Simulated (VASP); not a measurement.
# BN (Cm) in VASP: notebook, part 2 of 2

VASP 6.6.1.

### 3 Single point, PBE

The input, INCAR:

```
PREC = Accurate
ENCUT = 520
EDIFF = 1E-7
ISMEAR = 0
SIGMA = 0.05
LREAL = F
LASPH = T
NELM = 60
ALGO = Normal
ISIF = 2
LWAVE = F
LCHARG = F
GGA = PE
NBANDS = 36
```

The input, KPOINTS:

```
regular mesh
0
Gamma
  10 10 2
```

The input, POSCAR:

```
BN
1.0
   -2.5539396017      0.0000000000      0.0000000000
    1.2769698009     -2.2117765748      0.0000000000
   -1.9154547013      1.1058882874     12.6805650000
B N
6 6
Direct
    0.2188126667      0.7811873333      0.2290413333
    0.0521460000      0.9478540000      0.5623746667
   -0.1145206667      1.1145206667      0.8957080000
    0.6354793333      0.3645206667      0.0623746667
    0.4688126667      0.5311873333      0.3957080000
    0.3021460000      0.6978540000      0.7290413333
    0.2812206667      0.7187793333      0.1042253333
    0.1145540000      0.8854460000      0.4375586667
   -0.0521126667      1.0521126667      0.7708920000
    0.1978873333      0.8021126667      0.9375586667
    0.5312206667      0.4687793333      0.2708920000
    0.3645540000      0.6354460000      0.6042253333
```

Potentials or basis: VASP PAW PBE potentials, release 64 (B, N).

Run with:

```
$ cat potpaw_PBE.64/B/POTCAR potpaw_PBE.64/N/POTCAR > POTCAR
$ mpirun -np 1 vasp_std > vasp.out
```

OUTCAR:

```text
PREC = Accurate
   ENCUT = 520
   EDIFF = 1E-7
   ISMEAR = 0
   LREAL = F
   LASPH = T
   NELM = 60
   ISIF = 2
   GGA = PE

 ion  position               nearest neighbor table
   1  0.219  0.781  0.229-  11 1.57  11 1.57  11 1.57   7 1.58
   2  0.052  0.948  0.562-  12 1.57  12 1.57  12 1.57   8 1.58
   3  0.885  0.115  0.896-  10 1.57  10 1.57  10 1.57   9 1.58
   4  0.635  0.365  0.062-   7 1.57   7 1.57   7 1.57
   5  0.469  0.531  0.396-   8 1.57   8 1.57   8 1.57  11 1.58
   6  0.302  0.698  0.729-   9 1.57   9 1.57   9 1.57  12 1.58
   7  0.281  0.719  0.104-   4 1.57   4 1.57   4 1.57   1 1.58
   8  0.115  0.885  0.438-   5 1.57   5 1.57   5 1.57   2 1.58
   9  0.948  0.052  0.771-   6 1.57   6 1.57   6 1.57   3 1.58
  10  0.198  0.802  0.938-   3 1.57   3 1.57   3 1.57
  11  0.531  0.469  0.271-   1 1.57   1 1.57   1 1.57   5 1.58
  12  0.365  0.635  0.604-   2 1.57   2 1.57   2 1.57   6 1.58

  LATTYP: Found a face centered orthorhombic cell.
 ALAT       =     2.5539396017
 B/A-ratio  =     1.7320508076
 C/A-ratio  =     9.9301995957

  Lattice vectors:

 A1 = (   1.9154547013,  -1.1058882874, -12.6805650000)
 A2 = (   0.6384849004,   1.1058882874, -12.6805650000)
 A3 = (   2.5539396017,   0.0000000000,   0.0000000000)

Analysis of symmetry for initial positions (statically):
=====================================================================
 Subroutine PRICEL returns:
 Original cell was already a primitive cell.

 Routine SETGRP: Setting up the symmetry group for a
 face centered orthorhombic supercell.

 Subroutine GETGRP returns: Found  2 space group operations
 (whereof  2 operations were pure point group operations)
 out of a pool of  8 trial point group operations.

The static configuration has the point symmetry C_1h.
[... 175 lines left out ...]
     AMIX_MAG =   1.60;   BMIX_MAG =  1.00
  volume/ion in A,a.u.               =       5.97        40.28
  Fermi-wavevector in a.u.,A,eV,Ry     =   1.432600  2.707222 27.923836  2.052344
  Thomas-Fermi vector in A             =   2.552210
   LORBIT       =      0    0 simple, 1 ext, 2 COOP (PROOUT), +10 PAW based schemes
   GGA     = PE    functional components
   LHFCALC =     F    Hartree Fock is set to
   AEXX    =    0.0000 exact exchange contribution
   IVDW    =     0    specifies the selected vdW correction
   LEPSILON=     F    determine dielectric tensor
   LRPA    =     F    only Hartree local field effects (RPA)
 non-spin polarized calculation
 Gauss-broadening in eV      SIGMA  =   0.05
  energy-cutoff  :      520.00
  volume of cell :       71.63
 maximum number of plane-waves:      1952
   NGX =  9   NGY =  9   NGZ = 47

 number of electron      47.9999992 magnetization

 Free energy of the ion-electron system (eV)
  ---------------------------------------------------
  ext. energy  EPLUGINS =         0.00000000
  ---------------------------------------------------
  free energy    TOTEN  =      -101.74930653 eV

  energy without entropy =     -101.74930653  energy(sigma->0) =     -101.74930653

 E-fermi :   7.9737     XC(G=0): -12.7945

 val. band max:        7.7433888451   @ k =   0.0000   0.0000   0.0000
 cond. band min:      10.4050203252   @ k =   0.5000   0.0000   0.0000
 fundamental gap:      2.6616314801
 Fermi energy:         7.9737229888

 k-point     1 :       0.0000    0.0000    0.0000
  band No.  band energies     occupation
      1     -12.9240      2.00000
      2     -12.2301      2.00000
      3     -12.0232      2.00000
      4     -10.4146      2.00000
      5     -10.2136      2.00000
      6      -8.6197      2.00000
[... 925 lines left out ...]
     35      20.3306      0.00000
     36      20.8336      0.00000

 [... further k-points ...]
[... 5 lines left out ...]
  --------------------------------------------------------------------------------------
  -------------------------------------------------------------------------------------
  Total       -0.3859233     -3.1717855      5.4769343     -2.4126275      1.7024484     -2.9487271
  in kB       -8.6321913    -70.9453456    122.5060780    -53.9647746     38.0797472    -65.9560572
  external PRESSURE =      14.3095137 kB  Pullay stress =       0.0000000 kB

 VOLUME and BASIS-vectors are now :
 -----------------------------------------------------------------------------
  energy-cutoff  :      520.00
  volume of cell :       71.63
      direct lattice vectors                 reciprocal lattice vectors
    -2.553939602  0.000000000  0.000000000    -0.391551938 -0.226062617 -0.039430420
     1.276969801 -2.211776575  0.000000000     0.000000000 -0.452125233  0.039430420
    -1.915454701  1.105888287 12.680565000     0.000000000  0.000000000  0.078860839

 POSITION                                       TOTAL-FORCE (eV/Angst)
 -----------------------------------------------------------------------------------
     -0.00000     -1.47452      2.90437        -0.272665      0.157423      0.384623
     -0.00000     -1.47452      7.13123         0.000284     -0.000164      0.192451
     -3.83091      0.73726     11.35808        -0.623562      0.360014      0.005783
     -1.27697     -0.73726      0.79095         0.183941     -0.106198      1.076492
     -1.27697     -0.73726      5.01780        -0.020744      0.011977      0.196353
     -1.27697     -0.73726      9.24466         0.004878     -0.002816      0.223663
     -0.00000     -1.47452      1.32164        -0.943950      0.544990      0.924303
     -0.00000     -1.47452      5.54849        -0.002298      0.001327     -0.194354
     -3.83091      0.73726      9.77535         0.100376     -0.057952     -0.459161
     -1.27697     -0.73726     11.88877         1.617324     -0.933762     -1.973235
     -1.27697     -0.73726      3.43506        -0.045729      0.026402     -0.173572
     -1.27697     -0.73726      7.66192         0.002145     -0.001239     -0.203346
 -----------------------------------------------------------------------------------
    total drift:                               -0.000157      0.000090     -0.000018

  FREE ENERGIE OF THE ION-ELECTRON SYSTEM (eV)
  ---------------------------------------------------
  free  energy   TOTEN  =      -101.7493065289 eV

  energy  without entropy=     -101.7493065289  energy(sigma->0) =     -101.74930653
```

stdout:

```text
POSCAR found type information on POSCAR B N
 POSCAR found :  2 types and      12 ions
 scaLAPACK will be used
 LDA part: xc-table for (Slater+PW92), standard interpolation
 -----------------------------------------------------------------------------
|                                                                             |
|           W    W    AA    RRRRR   N    N  II  N    N   GGGG   !!!           |
|           W    W   A  A   R    R  NN   N  II  NN   N  G    G  !!!           |
|           W    W  A    A  R    R  N N  N  II  N N  N  G       !!!           |
|           W WW W  AAAAAA  RRRRR   N  N N  II  N  N N  G  GGG   !            |
|           WW  WW  A    A  R   R   N   NN  II  N   NN  G    G                |
|           W    W  A    A  R    R  N    N  II  N    N   GGGG   !!!           |
|                                                                             |
|     Your reciprocal lattice and k-lattice belong to different lattice       |
|     classes:                                                                |
|                                                                             |
|        The reciprocal lattice is body-centered orthorhombic,                |
|        whereas your k-lattice is base-centered monoclinic.                  |
|                                                                             |
|     Results are often still useful ...                                      |
|                                                                             |
 -----------------------------------------------------------------------------

 POSCAR, INCAR and KPOINTS ok, starting setup
 FFT: planning ... GRIDC
 FFT: planning ... GRID_SOFT
 FFT: planning ... GRID
 WAVECAR not read
 entering main loop
```

Wall time 4.8 min (1 thread of Intel Xeon Platinum 8259CL at 2.50GHz (Skylake/Cascade Lake), shared host); peak memory 0.25 GiB.

What came out:

```yaml
Free_energy: -101.7493 eV
Pressure: 1.4 GPa
Largest_force: 2.717 eV/Å
Band_gap_on_the_k_mesh: 2.66 eV, indirect (least direct gap 3.51 eV)
```

Forces on the atoms (eV/Å):
```
B   -0.273  0.157  0.385
B    0.000  0.000  0.192
B   -0.624  0.360  0.006
B    0.184 -0.106  1.076
B   -0.021  0.012  0.196
B    0.005 -0.003  0.224
N   -0.944  0.545  0.924
N   -0.002  0.001 -0.194
N    0.100 -0.058 -0.459
N    1.617 -0.934 -1.973
N   -0.046  0.026 -0.174
N    0.002 -0.001 -0.203
```

Levels at points of the mesh, in eV from the valence-band top:
```tsv
k point	band 21	band 22	band 23	band 24	band 25	band 26	band 27	band 28
(0.00, 0.00, 0.00)	-0.58	-0.25	-0.19	0.00	6.61	7.80	7.92	8.37
(0.50, 0.00, 0.00)	-3.67	-3.06	-2.44	-0.85	2.66	6.15	6.39	6.66
(0.50, 0.50, 0.00)	-3.38	-3.20	-2.61	-2.32	4.35	6.16	6.35	6.57
(0.00, 0.00, 0.50)	-0.72	-0.54	-0.19	-0.17	6.67	7.83	7.86	8.40
(0.50, 0.00, 0.50)	-3.69	-3.09	-2.43	-0.90	2.71	6.18	6.46	6.66
(0.50, 0.50, 0.50)	-3.48	-2.79	-2.48	-2.44	4.34	6.14	6.35	6.47
```

Caveat: forces of over 1 eV/Å act on the atoms, so gaps and moduli don't describe the material at rest. A k mesh can miss the band edges.

### 4 Single point, PBE

This run uses another cell than the first one, of the same volume but with other edges.

The input, INCAR:

```
SYSTEM = BN
  PREC = Accurate
  ENCUT = 520
  EDIFF = 1E-6
  ISMEAR = 0
  SIGMA = 0.05
  LREAL = .False.
  LASPH = .True.
  NELM = 80
  ALGO = Normal
  ISIF = 2
  LWAVE = .False.
  LCHARG = .False.
  GGA = PE
  NBANDS = 36
```

The input, KPOINTS:

```
regular mesh
0
Gamma
  10 10 2
  0 0 0
```

The input, POSCAR:

```
BN
1.0
   -2.5539396017      0.0000000000      0.0000000000
    1.2769698009     -2.2117765748      0.0000000000
   -3.1922968052      1.8430734197     12.6805650000
B N
6 6
Direct
    0.1424731903      0.8575268097      0.2290413333
   -0.1352934764      1.1352934764      0.5623746667
   -0.4130601431      1.4130601431      0.8957080000
    0.6146898569      0.3853101431      0.0623746667
    0.3369231903      0.6630768097      0.3957080000
    0.0591565236      0.9408434764      0.7290413333
    0.2464823631      0.7535176369      0.1042253333
   -0.0312843036      1.0312843036      0.4375586667
   -0.3090509703      1.3090509703      0.7708920000
   -0.1146009703      1.1146009703      0.9375586667
    0.4409323631      0.5590676369      0.2708920000
    0.1631656964      0.8368343036      0.6042253333
```

Run with:

```
$ cat potpaw_PBE.64/B/POTCAR potpaw_PBE.64/N/POTCAR > POTCAR
$ mpirun -np 1 vasp_std > vasp.out
```

It took 6 min on 1 thread of Intel Xeon Platinum 8259CL at 2.50GHz (Skylake/Cascade Lake), shared host; peak memory 0.25 GiB.

It converged, with:

```yaml
Free_energy: -103.1802 eV
Pressure: 0.0 GPa
Largest_force: 2.982 eV/Å
Band_gap_on_the_k_mesh: 3.72 eV, indirect (least direct gap 5.66 eV)
```

Forces in eV/Å, atoms in the order of the input:
```
B   -0.060  0.034  0.190
B    0.001 -0.001  0.120
B    0.385 -0.222  0.024
B   -2.569  1.483  0.296
B    0.004 -0.002  0.122
B    0.021 -0.012  0.137
N    0.087 -0.050  0.083
N   -0.001  0.000 -0.120
N    0.119 -0.069 -0.263
N    2.005 -1.157 -0.353
N    0.006 -0.003 -0.109
N    0.003 -0.001 -0.125
```

Stress tensor (GPa, compression positive):
```
 -4.07   4.16 -10.29
  4.16   0.73   5.94
-10.29   5.94   3.26
```

Levels at points of the mesh, in eV from the valence-band top:
```
           k point  band 20  band 21  band 22  band 23  band 24  band 25  band 26  band 27  band 28  band 29
(0.00, 0.00, 0.00)    -0.63    -0.57    -0.26    -0.05     0.00     6.97     8.01     8.31     8.49     8.79
(0.50, 0.00, 0.00)    -3.68    -3.55    -3.06    -2.41    -2.30     5.23     6.49     6.55     6.72     7.13
(0.50, 0.50, 0.00)    -3.59    -3.17    -3.05    -2.19    -1.93     3.72     6.47     6.55     6.72     7.09
(0.00, 0.00, 0.50)    -0.88    -0.49    -0.38    -0.15    -0.12     6.99     8.09     8.34     8.48     8.75
(0.50, 0.00, 0.50)    -3.69    -3.40    -2.93    -2.55    -2.18     5.19     6.48     6.62     6.73     6.88
(0.50, 0.50, 0.50)    -3.79    -3.74    -2.58    -2.35    -2.05     3.80     6.48     6.60     6.78     6.91
```

Caveat: forces of over 1 eV/Å act on the atoms, so gaps and moduli don't describe the material at rest. A k mesh can miss the band edges.

### 5 Single point, PBE

The input, INCAR:

```
SYSTEM = BN
ALGO = Normal ; EDIFF = 1E-6
ENCUT = 520 ; GGA = PE
ISIF = 2 ; ISMEAR = 0
LASPH = .TRUE. ; LCHARG = .FALSE.
LREAL = .FALSE. ; LWAVE = .FALSE.
NBANDS = 36 ; NELM = 60
PREC = Accurate ; SIGMA = 0.05
```

The input, KPOINTS:

```
k-points
0
G
  10 10 2
  0 0 0
```

The input, POSCAR:

```
BN
1.0
   -2.5539396017      0.0000000000      0.0000000000
    1.2769698009     -2.2117765748      0.0000000000
   -0.3191147532      0.1842409887     12.6805650000
B N
6 6
Direct
    0.3142541903      0.6857458097      0.2290413333
    0.2864875236      0.7135124764      0.5623746667
    0.2587208569      0.7412791431      0.8957080000
    0.6614708569      0.3385291431      0.0623746667
    0.6337041903      0.3662958097      0.3957080000
    0.6059375236      0.3940624764      0.7290413333
    0.3246513631      0.6753486369      0.1042253333
    0.2968846964      0.7031153036      0.4375586667
    0.2691180297      0.7308819703      0.7708920000
    0.5885680297      0.4114319703      0.9375586667
    0.6441013631      0.3558986369      0.2708920000
    0.6163346964      0.3836653036      0.6042253333
```

Run with:

```
$ cat potpaw_PBE.64/B/POTCAR potpaw_PBE.64/N/POTCAR > POTCAR
$ mpirun -np 1 vasp_std > vasp.out
```

It took 2.8 min on 1 thread of Intel Xeon Platinum 8259CL at 2.50GHz (Skylake/Cascade Lake), shared host; peak memory 0.25 GiB.

It converged, with:

```yaml
Free_energy: -104.0917 eV
Pressure: 0.1 GPa
Largest_force: 2.090 eV/Å
Band_gap_on_the_k_mesh: 5.15 eV, indirect (least direct gap 7.84 eV)
```

Forces on the atoms (eV/Å):
```
B    0.127 -0.074  0.084
B   -0.001  0.000  0.047
B    0.005 -0.003  0.013
B    1.520 -0.878 -0.044
B    0.003 -0.002  0.049
B   -0.017  0.010  0.049
N    0.262 -0.151  0.126
N    0.001 -0.001 -0.047
N   -0.100  0.058 -0.084
N   -1.808  1.044 -0.098
N    0.009 -0.005 -0.045
N   -0.002  0.001 -0.049
```

Stress tensor (GPa, compression positive):
```
-0.24  0.00  8.41
 0.00 -0.24 -4.86
 8.41 -4.86  0.92
```

Levels at points of the mesh, in eV from the valence-band top:
| k point | band 21 | band 22 | band 23 | band 24 | band 25 | band 26 | band 27 | band 28 |
| --- | --- | --- | --- | --- | --- | --- | --- | --- |
| (0.00, 0.00, 0.00) | -0.70 | -0.35 | -0.19 | 0.00 | 7.84 | 8.29 | 8.39 | 8.67 |
| (0.50, 0.00, 0.00) | -3.37 | -3.08 | -2.84 | -2.19 | 5.92 | 6.37 | 6.57 | 6.68 |
| (0.50, 0.50, 0.00) | -3.15 | -3.10 | -2.88 | -2.24 | 5.97 | 6.45 | 6.60 | 6.64 |
| (0.00, 0.00, 0.50) | -0.44 | -0.32 | -0.28 | -0.21 | 7.91 | 8.37 | 8.40 | 8.60 |
| (0.50, 0.00, 0.50) | -3.77 | -3.36 | -2.49 | -2.40 | 6.07 | 6.43 | 6.61 | 6.70 |
| (0.50, 0.50, 0.50) | -3.72 | -3.02 | -2.54 | -2.46 | 6.05 | 6.44 | 6.57 | 6.66 |

Caveat: forces of over 1 eV/Å act on the atoms, so gaps and moduli don't describe the material at rest.

### 6 The runs side by side

```tsv
cell	gap on the mesh (eV)	pressure (GPa)	largest force (eV/Å)
a = 2.554, b = 2.554, c = 12.702 Å, angles 92.9, 87.1, 120.0°, 12 atoms	4.51	0.8	4.10
a = 2.554, b = 2.554, c = 12.872 Å, angles 98.6, 81.4, 120.0°, 12 atoms	2.66	1.4	2.72
a = 2.554, b = 2.554, c = 13.205 Å, angles 104.0, 76.0, 120.0°, 12 atoms	3.72	0.0	2.98
a = 2.554, b = 2.554, c = 12.686 Å, angles 91.4, 88.6, 120.0°, 12 atoms	5.15	0.1	2.09
```

Alike in all rows: task single point; level PBE; potentials or basis VASP PAW PBE potentials, release 64 (B, N); no spin polarisation; k mesh 10 × 10 × 2; cutoff (eV) 520; smearing gaussian 0.05 eV.

Caveats: forces of over 1 eV/Å act on the atoms, so gaps and moduli don't describe the material at rest.

Total energies depend on the potentials used, so only differences within one code and one set of settings carry meaning.
